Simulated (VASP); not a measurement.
Ni:

```
Ni
1.0
     0.00000    2.27759    2.27759
     2.27759    0.00000    2.27759
     2.27759    2.27759    0.00000
Ni
2
Direct
  0.00000 0.00000 0.00000
  0.50000 0.50000 0.50000
```

This isn't the form of Ni at room conditions, which is fcc.

```yaml
Program: VASP 6.6.1
Task: relaxation of cell and atoms
Functional: LDA
Potentials_or_basis: VASP PAW LDA potentials, release 64 (Ni)
Cutoff: 600 eV
k_mesh: 12 × 12 × 12
Occupations: fermi-dirac, width 0.05 eV
Spin: collinear spin, antiferromagnetic start
Starting_moments: "[0.8, -0.8] μB"
```

At the start: pressure -5.1 GPa; volume 11.81 Å³/atom.

Problem. Where does the relaxation end?

Solution. Over 3 steps the energy falls by 5.4 meV/atom and the volume is 11.48 Å³/atom (-2.8 %); space group Pm-3m (No. 221, to 0.1 Å) before and after; moment 0.00 μB per cell.

Step by step:
| step | energy change (eV) | largest force (eV/Å) | pressure (GPa) | volume (Å³) |
| --- | --- | --- | --- | --- |
| 1 | 0.0000 | 0.0000 | -5.06 | 23.63 |
| 2 | -0.0014 | 0.0000 | 5.26 | 22.38 |
| 3 | -0.0108 | 0.0000 | 0.00 | 22.97 |

Final structure:
```
Ni
1.0
     0.00000    2.25608    2.25608
     2.25608    0.00000    2.25608
     2.25608    2.25608    0.00000
Ni
2
Cartesian
  0.0000 0.0000 0.0000
  2.2561 2.2561 2.2561
```
